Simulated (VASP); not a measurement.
# In2O3 (R-3c) in VASP: relaxation of cell and atoms with PBE

Aim: the relaxation of cell and atoms of In2O3 with PBE.

Everything below comes from runs of VASP 6.6.1. Logs are shortened: lines on timing, memory, paths and dates and some standing lists are left out, and cuts for length are marked.

## 1. The cell of the first run

The structure is trigonal, space group R-3c (No. 167). The conventional cell has a = 5.575 Å, b = 5.575 Å, c = 14.739 Å, α = 90.00°, β = 90.00°, γ = 120.00°. Within 2.9 Å of In (site symmetry 3) lie 6 O at 2.15 to 2.29 Å. O (site symmetry 2) has 4 In at 2.15 to 2.29 Å and 4 O at 2.86 to 2.98 Å within 3.0 Å.

## 2. Relaxation of cell and atoms, PBE

INCAR

```
SYSTEM = In2O3
ALGO     = Normal         ! electronic algorithm
EDIFF    = 1E-6           ! SCF threshold, eV
EDIFFG   = -0.01          ! ionic threshold
ENCUT    = 600            ! plane-wave cutoff, eV
GGA      = PE             ! functional
IBRION   = 2              ! ionic algorithm
ISIF     = 3              ! what is computed and relaxed
ISMEAR   = 0              ! smearing method
LASPH    = .True.         ! aspherical terms in the spheres
LCHARG   = .False.        ! write CHGCAR
LREAL    = .False.        ! projectors in reciprocal space
LWAVE    = .False.        ! write WAVECAR
NELM     = 100            ! most SCF steps
NSW      = 100            ! ionic steps
PREC     = Accurate       ! precision mode
SIGMA    = 0.02           ! smearing width, eV
```

KPOINTS

```
k-points
0
Gamma
  6 6 6
  0 0 0
```

POSCAR

```
In2O3
1.0
    2.7875265541      1.6093792064      4.9128731868
   -2.7875265541      1.6093792064      4.9128731868
    0.0000000000     -3.2187584128      4.9128731868
In O
4 6
Direct
    0.1426842909      0.1426842909      0.1426842909
    0.3573157091      0.3573157091      0.3573157091
    0.8573157091      0.8573157091      0.8573157091
    0.6426842909      0.6426842909      0.6426842909
    0.5465624870      0.2500000000      0.9534375130
    0.2500000000      0.9534375130      0.5465624870
    0.9534375130      0.5465624870      0.2500000000
    0.4534375130      0.7500000000      0.0465624870
    0.0465624870      0.4534375130      0.7500000000
    0.7500000000      0.0465624870      0.4534375130
```

Potentials or basis: VASP PAW PBE potentials, release 64 (In_d, O).

Launch:

```
cat potpaw_PBE.64/In_d/POTCAR potpaw_PBE.64/O/POTCAR > POTCAR
mpirun -np 1 vasp_std > vasp.out
```

OUTCAR:

```text
SYSTEM = In2O3
   EDIFF = 1E-6
   EDIFFG = -0.01
   ENCUT = 600
   GGA = PE
   IBRION = 2
   ISIF = 3
   ISMEAR = 0
   LASPH = .True.
   LREAL = .False.
   NELM = 100
   NSW = 100
   PREC = Accurate

 ion  position               nearest neighbor table
   1  0.143  0.143  0.143-   8 2.15   9 2.15  10 2.15   7 2.29   6 2.29   5 2.29   2 3.16   3 3.30
                             3 3.30   3 3.30   2 3.66   2 3.66   2 3.66
   2  0.357  0.357  0.357-  10 2.15   9 2.15   8 2.15   7 2.29   5 2.29   6 2.29   1 3.16   4 3.30
                             4 3.30   4 3.30   1 3.66   1 3.66   1 3.66
   3  0.857  0.857  0.857-   5 2.15   7 2.15   6 2.15   9 2.29  10 2.29   8 2.29   4 3.16   1 3.30
                             1 3.30   1 3.30   4 3.66   4 3.66   4 3.66
   4  0.643  0.643  0.643-   6 2.15   7 2.15   5 2.15   9 2.29   8 2.29  10 2.29   3 3.16   2 3.30
                             2 3.30   2 3.30   3 3.66   3 3.66   3 3.66
   5  0.547  0.250  0.953-   3 2.15   4 2.15   2 2.29   1 2.29
   6  0.250  0.953  0.547-   4 2.15   3 2.15   1 2.29   2 2.29
   7  0.953  0.547  0.250-   3 2.15   4 2.15   1 2.29   2 2.29
   8  0.453  0.750  0.047-   1 2.15   2 2.15   4 2.29   3 2.29
   9  0.047  0.453  0.750-   1 2.15   2 2.15   3 2.29   4 2.29
  10  0.750  0.047  0.453-   2 2.15   1 2.15   3 2.29   4 2.29

  LATTYP: Found a trigonal (rhomboedric) cell.
 ALAT       =     5.8733915815
 COS(alpha) =     0.5495048609

  Lattice vectors:

 A1 = (   2.7875265541,   1.6093792064,   4.9128731868)
 A2 = (  -2.7875265541,   1.6093792064,   4.9128731868)
 A3 = (   0.0000000000,  -3.2187584128,   4.9128731868)

Analysis of symmetry for initial positions (statically):
=====================================================================
 Subroutine PRICEL returns:
 Original cell was already a primitive cell.

 Routine SETGRP: Setting up the symmetry group for a
 trigonal (rhombohedral) supercell.

 Subroutine GETGRP returns: Found 12 space group operations
 (whereof  6 operations were pure point group operations)
 out of a pool of 12 trial point group operations.

The static configuration has the point symmetry S_6 .
 The point group associated with its full space group is D_3d.

Analysis of symmetry for dynamics (positions and initial velocities):
=====================================================================
 Subroutine PRICEL returns:
 Original cell was already a primitive cell.

 Routine SETGRP: Setting up the symmetry group for a
 trigonal (rhombohedral) supercell.

 Subroutine GETGRP returns: Found 12 space group operations
 (whereof  6 operations were pure point group operations)
 out of a pool of 12 trial point group operations.

The dynamic configuration has the point symmetry S_6 .
 The point group associated with its full space group is D_3d.

 Subroutine INISYM returns: Found 12 space group operations
 (whereof  6 operations are pure point group operations),
 and found     1 'primitive' translations

----------------------------------------------------------------------------------------

                                     Primitive cell

  volume of cell :     132.2404

  direct lattice vectors                    reciprocal lattice vectors
     2.787526554  1.609379206  4.912873187     0.179370489  0.103559600  0.067848959
    -2.787526554  1.609379206  4.912873187    -0.179370489  0.103559600  0.067848959
     0.000000000 -3.218758413  4.912873187     0.000000000 -0.207119200  0.067848959

  length of vectors
     5.873391581  5.873391581  5.873391581     0.217949178  0.217949178  0.217949178

  position of ions in fractional coordinates (direct lattice)
     0.142684291  0.142684291  0.142684291
     0.357315709  0.357315709  0.357315709
     0.857315709  0.857315709  0.857315709
     0.642684291  0.642684291  0.642684291
     0.546562487  0.250000000  0.953437513
     0.250000000  0.953437513  0.546562487
     0.953437513  0.546562487  0.250000000
     0.453437513  0.750000000  0.046562487
     0.046562487  0.453437513  0.750000000
     0.750000000  0.046562487  0.453437513

  ion indices of the primitive-cell ions
   primitive index   ion index
                 1           1
                 2           2
                 3           3
                 4           4
                 5           5
                 6           6
                 7           7
                 8           8
                 9           9
                10          10

----------------------------------------------------------------------------------------

 KPOINTS: k-points

Automatic generation of k-mesh.
 Grid dimensions read from file:
 generate k-points for:    6    6    6

 Generating k-lattice:

  Cartesian coordinates                     Fractional coordinates (reciprocal lattice)
     0.029895081  0.017259933  0.011308160     0.166666667  0.000000000  0.000000000
    -0.029895081  0.017259933  0.011308160     0.000000000  0.166666667  0.000000000
     0.000000000 -0.034519867  0.011308160     0.000000000  0.000000000  0.166666667

  Length of vectors
     0.036324863  0.036324863  0.036324863

  Shift w.r.t. Gamma in fractional coordinates (k-lattice)
     0.000000000  0.000000000  0.000000000

 Subroutine IBZKPT returns following result:
 ===========================================

 Found     32 irreducible k-points:

 Following reciprocal coordinates:
            Coordinates               Weight
  0.000000  0.000000  0.000000      1.000000
  0.166667 -0.000000 -0.000000      6.000000
  0.333333 -0.000000 -0.000000      6.000000
  0.500000 -0.000000 -0.000000      3.000000
  0.166667  0.166667 -0.000000      6.000000
  0.333333  0.166667 -0.000000     12.000000
[... 16 lines left out ...]
  0.500000  0.500000  0.166667      6.000000
 -0.333333  0.500000  0.166667     12.000000
 [... further k-points ...]
   k-points           NKPTS =     32   k-points in BZ     NKDIM =     32   number of bands    NBANDS=     52
   number of dos      NEDOS =    301   number of ions     NIONS =     10
   total plane-waves  NPLWV = 110592
   dimension x,y,z NGX =    48 NGY =   48 NGZ =   48
   dimension x,y,z NGXF=    96 NGYF=   96 NGZF=   96
   ions per type =               4   6
   NGX,Y,Z   is equivalent  to a cutoff of  13.59, 13.59, 13.59 a.u.
   NGXF,Y,Z  is equivalent  to a cutoff of  27.17, 27.17, 27.17 a.u.
 SYSTEM =  In2O3
   PREC   = accura    normal or accurate (medium, high low for compatibility)
   ISTART =      0    job   : 0-new  1-cont  2-samecut
   ICHARG =      2    charge: 1-file 2-atom 10-const
   ISPIN  =      1    spin polarized calculation?
   LNONCOLLINEAR =      F non collinear calculations
   LSORBIT =      F    spin-orbit coupling
   LASPH  =      T    aspherical Exc in radial PAW
   ENCUT  =  600.0 eV  44.10 Ry    6.64 a.u.  11.73 11.73 11.73*2*pi/ulx,y,z
   NELM   =    100;   NELMIN=  2; NELMDL= -5     # of ELM steps
   EDIFF  = 0.1E-05   stopping-criterion for ELM
   LREAL  =      F    real-space projection
   EDIFFG = -.1E-01   stopping-criterion for IOM
   NSW    =    100    number of steps for IOM
   IBRION =      2    ionic relax: 0-MD 1-quasi-New 2-CG
   NFREE  =      1    steps in history (QN), initial steepest desc. (CG)
   ISIF   =      3    stress and relaxation
   ISYM   =      2    0-nonsym 1-usesym 2-fastsym
   POTIM  = 0.5000    time-step for ionic-motion
   TEBEG  =    0.0;   TEEND  =   0.0 temperature during run
   PSTRESS=    0.0 pullay stress
   NELECT =      88.0000    total number of electrons
   NUPDOWN=      -1.0000    fix difference up-down
   EMIN   =  10.00;   EMAX   =-10.00  energy-range for DOS
   EFERMI =   0.00;   METHOD = LEGACY
   ISMEAR =     0;   SIGMA  =   0.02  broadening in eV -4-tet -1-fermi 0-gaus
   EFERMI_NEDOS =   21; number of points for ismear=-14 and -15
   IALGO  =     38    algorithm
   IMIX   =      4    mixing-type and parameters
     AMIX     =   0.40;   BMIX     =  1.00
     AMIX_MAG =   1.60;   BMIX_MAG =  1.00
  volume/ion in A,a.u.               =      13.22        89.24
  Fermi-wavevector in a.u.,A,eV,Ry     =   1.429270  2.700929 27.794160  2.042813
  Thomas-Fermi vector in A             =   2.549242
   LORBIT       =      0    0 simple, 1 ext, 2 COOP (PROOUT), +10 PAW based schemes
   GGA     = PE    functional components
   LHFCALC =     F    Hartree Fock is set to
   AEXX    =    0.0000 exact exchange contribution
   IVDW    =     0    specifies the selected vdW correction
   LEPSILON=     F    determine dielectric tensor
   LRPA    =     F    only Hartree local field effects (RPA)
 conjugate gradient relaxation of ions
 non-spin polarized calculation
 Gauss-broadening in eV      SIGMA  =   0.02
  energy-cutoff  :      600.00
  volume of cell :      132.24
 maximum number of plane-waves:      4429
   NGX = 23   NGY = 23   NGZ = 23

--------------------------------------- Ionic step        1  -------------------------------------------

 number of electron      88.0000009 magnetization

 Free energy of the ion-electron system (eV)
  ---------------------------------------------------
  ext. energy  EPLUGINS =         0.00000000
  ---------------------------------------------------
  free energy    TOTEN  =       -55.48726028 eV

  energy without entropy =      -55.48726028  energy(sigma->0) =      -55.48726028

------------------------ aborting loop because EDIFF is reached ----------------------------------------

  FORCE on cell =-STRESS in cart. coord.  units (eV):
  Direction    XX          YY          ZZ          XY          YZ          ZX
  --------------------------------------------------------------------------------------
  -------------------------------------------------------------------------------------
  Total        0.3944199      0.3944199      0.3290476     -0.0000000     -0.0000000      0.0000000
  in kB        4.7786496      4.7786496      3.9866229     -0.0000000     -0.0000000      0.0000000
  external PRESSURE =       4.5146407 kB  Pullay stress =       0.0000000 kB
[... 205 lines left out ...]
  energy  without entropy=      -55.4878893281  energy(sigma->0) =      -55.48788933

--------------------------------------- Ionic step        6  -------------------------------------------

 number of electron      88.0000007 magnetization

 Free energy of the ion-electron system (eV)
  ---------------------------------------------------
  ext. energy  EPLUGINS =         0.00000000
  ---------------------------------------------------
  free energy    TOTEN  =       -55.48793581 eV

  energy without entropy =      -55.48793581  energy(sigma->0) =      -55.48793581

 E-fermi :   5.1832     XC(G=0): -10.9677

 val. band max:        5.0425895231   @ k =  -0.1667   0.1667   0.0000
 cond. band min:       5.9911720487   @ k =   0.0000   0.0000   0.0000
 fundamental gap:      0.9485825256
 Fermi energy:         5.1831915173

 k-point     1 :       0.0000    0.0000    0.0000
  band No.  band energies     occupation
      1     -12.2927      2.00000
      2     -11.4933      2.00000
      3     -11.4933      2.00000
      4     -11.2989      2.00000
      5     -11.2989      2.00000
      6     -11.2178      2.00000
[... 1309 lines left out ...]
     51      13.5889      0.00000
     52      14.2884      0.00000

 [... further k-points ...]
[... 5 lines left out ...]
  --------------------------------------------------------------------------------------
  -------------------------------------------------------------------------------------
  Total       -0.0177106     -0.0177106      0.0363540     -0.0000000      0.0000000      0.0000000
  in kB       -0.2139376     -0.2139376      0.4391443     -0.0000000      0.0000000      0.0000000
  external PRESSURE =       0.0037564 kB  Pullay stress =       0.0000000 kB
[... 25 lines left out ...]
  FREE ENERGIE OF THE ION-ELECTRON SYSTEM (eV)
  ---------------------------------------------------
  free  energy   TOTEN  =       -55.4879358143 eV

  energy  without entropy=      -55.4879358143  energy(sigma->0) =      -55.48793581

 reached required accuracy - stopping structural energy minimisation
```

It took 9.4 min on 1 thread of Intel Xeon 6975P-C (Granite Rapids), shared host; peak memory 0.46 GiB.

Results:

| Property | Result |
| --- | --- |
| Free energy | -55.4879 eV |
| Relaxed volume | 13.26 Å³/atom |
| Relaxed cell | a = 5.879 Å, b = 5.879 Å, c = 5.879 Å, α = 56.67°, β = 56.67°, γ = 56.67° |
| Space group after relaxing (to 0.1 Å) | R-3c (No. 167) |
| Energy gained by relaxing | 0.1 meV/atom |
| Ionic steps | 6 |
| Pressure after relaxing | 0.0 GPa |
| Largest force after relaxing | 0.007 eV/Å |
| Band gap on the k mesh | 0.95 eV (least direct gap 1.03 eV) |

Forces in eV/Å, atoms in the order of the input:
```
In   0.000  0.000  0.007
In   0.000  0.000 -0.007
In   0.000  0.000 -0.007
In   0.000  0.000  0.007
O   -0.001 -0.002  0.000
O   -0.001  0.002  0.000
O    0.002  0.000  0.000
O    0.001  0.002  0.000
O   -0.002  0.000  0.000
O    0.001 -0.002  0.000
```

Step by step:
| step | energy change (eV) | largest force (eV/Å) | pressure (GPa) | volume (Å³) |
| --- | --- | --- | --- | --- |
| 1 | 0.0000 | 0.0213 | 0.45 | 132.24 |
| 2 | -0.0003 | 0.0122 | -0.38 | 132.95 |
| 3 | -0.0006 | 0.0163 | -0.05 | 132.65 |
| 4 | -0.0006 | 0.0180 | 0.01 | 132.63 |
| 5 | -0.0006 | 0.0145 | 0.00 | 132.64 |
| 6 | -0.0007 | 0.0073 | 0.00 | 132.63 |

Final structure:
```yaml
crystal:
  lattice:
    - [2.79027, 1.61096, 4.91784]
    - [-2.79027, 1.61096, 4.91784]
    - [0.00000, -3.22192, 4.91784]
  atoms:
    - { symbol: In, position: [0.14277, 0.14277, 0.14277] }
    - { symbol: In, position: [0.35723, 0.35723, 0.35723] }
    - { symbol: In, position: [0.85723, 0.85723, 0.85723] }
    - { symbol: In, position: [0.64277, 0.64277, 0.64277] }
    - { symbol: O, position: [0.54642, 0.25000, 0.95358] }
    - { symbol: O, position: [0.25000, 0.95358, 0.54642] }
    - { symbol: O, position: [0.95358, 0.54642, 0.25000] }
    - { symbol: O, position: [0.45358, 0.75000, 0.04642] }
    - { symbol: O, position: [0.04642, 0.45358, 0.75000] }
    - { symbol: O, position: [0.75000, 0.04642, 0.45358] }
```

Caveat: spin-orbit coupling is left out, which moves the levels of the heavy elements.
